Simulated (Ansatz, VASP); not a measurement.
# MnSi4C: VASP beside Ansatz

```
Mn Si C
1.0
     3.83629    0.00000    0.00000
     0.00000    3.83629    0.00000
     0.00000    0.00000    5.00978
Mn Si C
1 4 1
Direct
  0.50000 0.50000 0.50000
  0.00000 0.50000 0.75066
  0.50000 0.00000 0.75066
  0.00000 0.50000 0.24934
  0.50000 0.00000 0.24934
  0.00000 0.00000 0.00000
```

Change from the starting cell: species swapped into the MgTiH4 type (P4/mmm, No. 123).

Alike in both runs: functional PBE; k mesh 10 × 10 × 8; occupations gaussian, width 0.1 eV; no spin polarisation.

Ansatz relaxed the structure, and its values are those at the end. VASP's run is a single point on that final structure, the one shown.

```csv
,VASP,Ansatz
version,VASP 6.6.1,Ansatz 0.2.0
potentials or method,"VASP PAW PBE potentials, release 64 (Mn_pv, Si, C), cutoff 520 eV","scalar-relativistic, plane waves, PAW"
valence electrons in the cell,33,35
```

|  | VASP | Ansatz | Ansatz less VASP |
| --- | --- | --- | --- |
| gap on the k mesh at the Fermi level (eV) | none | none | - |
| pressure (GPa) | -0.1 | 0.0 | +0.14 |
| rms of the force components (eV/Å) | 0.006 | 0.000 | -0.0053 |

A gap of «none» marks a metal or a gap that the smearing closes. With one functional, cell and mesh, what is left measures potentials, basis and numerics. VASP's potentials hold 33 valence electrons a cell and Ansatz's 35, so a difference there can come from the potentials and not from the codes.
